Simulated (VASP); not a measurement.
Wanted: the native input for a VASP 6.6.1 run.

```
Task                   : single point
Functional             : LDA
Potentials or basis    : VASP PAW LDA potentials, release 64 (Mg)
Cutoff                 : 520 eV
k mesh                 : 14 × 14 × 14
Occupations            : fermi-dirac, width 0.1 eV
Spin                   : no spin polarisation
Dipole correction      : no
Further INCAR settings : ALGO = Normal; EDIFF = 1e-06; NBANDS = 7
```

The structure of Mg lies in POSCAR:

```
Mg
1.0
   -1.7771051713      1.7771051713      1.7771051713
    1.7771051713     -1.7771051713      1.7771051713
    1.7771051713      1.7771051713     -1.7771051713
Mg
1
Direct
    0.0000000000      0.0000000000      0.0000000000
```

This cell differs from its parent crystal: volume scaled by 1.04.

The input as run:

INCAR

```
PREC     = Accurate       # precision mode
ENCUT    = 520            # plane-wave cutoff, eV
EDIFF    = 1E-6           # SCF threshold, eV
ISMEAR   = -1             # smearing method
SIGMA    = 0.1            # smearing width, eV
LREAL    = F              # projectors in reciprocal space
LASPH    = T              # aspherical terms in the spheres
NELM     = 60             # most SCF steps
ALGO     = Normal         # electronic algorithm
ISIF     = 2              # what is computed and relaxed
LWAVE    = F              # write WAVECAR
LCHARG   = T              # write CHGCAR
GGA      = CA             # functional
LELF     = T              # ELF
LVHAR    = T            
NBANDS   = 7              # bands
```

KPOINTS

```
regular mesh
0
Gamma
  14 14 14
```

Potentials or basis: VASP PAW LDA potentials, release 64 (Mg).

Command:

```bash
$ cat potpaw_LDA.64/Mg/POTCAR > POTCAR
$ mpirun -np 1 vasp_std > vasp.out
```

It gave:

```json
{"Pressure": "-1.7 GPa", "Band gap on the k mesh": "zero (band 1 reaches 6.48 eV, above the bottom of band 2 at 1.66 eV)"}
```

It took 25 s on 1 thread of Intel Xeon 6975P-C, with other jobs on the host, peak memory 0.1 GiB.
